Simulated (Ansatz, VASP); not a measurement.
## Two plane-wave programs on As

Contents of POSCAR:

```
As
1.0
    1.7950784285      1.0363890139      5.0542643309
   -1.7950784285      1.0363890139      5.0542643309
    0.0000000000     -2.0727780278      5.0542643309
As
2
Direct
    0.7883402482      0.7883402482      0.7883402482
    0.2116597518      0.2116597518      0.2116597518
```

The input INCAR.step1:

```
PREC = Accurate ; ENCUT = 520
ISMEAR = -1 ; SIGMA = 0.1
LREAL = F ; LASPH = T
NELM = 80 ; NBANDS = 12
GGA = PE ; ALGO = Normal
EDIFF = 1E-4 ; LWAVE = T
LCHARG = F
```

File INCAR.step2:

```
PREC = Accurate ; ENCUT = 520
EDIFF = 1E-6 ; ISMEAR = -1
SIGMA = 0.1 ; LREAL = F
LASPH = T ; NELM = 80
ALGO = Normal ; ISIF = 2
LWAVE = F ; LCHARG = F
METAGGA = R2SCAN ; LMIXTAU = T
NBANDS = 12 ; ISTART = 1
```

KPOINTS

```
Automatic mesh
0
Gamma
  8 8 8
```

Input for Ansatz:

```yaml
crystal:
  lattice:
    - [1.7950784285, 1.0363890139, 5.0542643309]
    - [-1.7950784285, 1.0363890139, 5.0542643309]
    - [0.0, -2.0727780278, 5.0542643309]
  atoms:
    - { symbol: As, position: [0.7883402482, 0.7883402482, 0.7883402482] }
    - { symbol: As, position: [0.2116597518, 0.2116597518, 0.2116597518] }
hamiltonian:
  xc: r2scan
  pseudopotentials:
    kind: paw
    azcp:
      As: "pseudopotentials/As.paw.azcp"
basis:
  ecutwfc: 500
  fft_grid_basis: typed
kpoints:
  mp_grid: { grid: [8, 8, 8], shift: [0, 0, 0] }
magnetization:
  spin_polarized: false
scf:
  occupations: { method: fermi_dirac, width: 0.1 }
  lower_state_search: "off"
output:
  stress: true
```

Alike in both runs: task single point; functional r2SCAN; k mesh 8 × 8 × 8; occupations fermi-dirac, width 0.1 eV; no spin polarisation.

```csv
,VASP,Ansatz
version,VASP 6.6.1,Ansatz 0.2.0
potentials or method,"VASP PAW PBE potentials, release 64 (As), cutoff 520 eV","plane waves (500 eV) with PAW, scalar-relativistic"
valence electrons in the cell,10,30
```

|  | VASP | Ansatz | Ansatz less VASP |
| --- | --- | --- | --- |
| pressure (GPa) | 0.1 | 0.0 | -0.12 |
| traceless stress, the component that is largest in VASP (GPa) | 0.06 | -0.03 | -0.089 |

VASP's potentials were made for PBE, not for r2SCAN. VASP's potentials hold 10 valence electrons a cell and Ansatz's 30, so a difference there can come from the potentials and not from the codes.
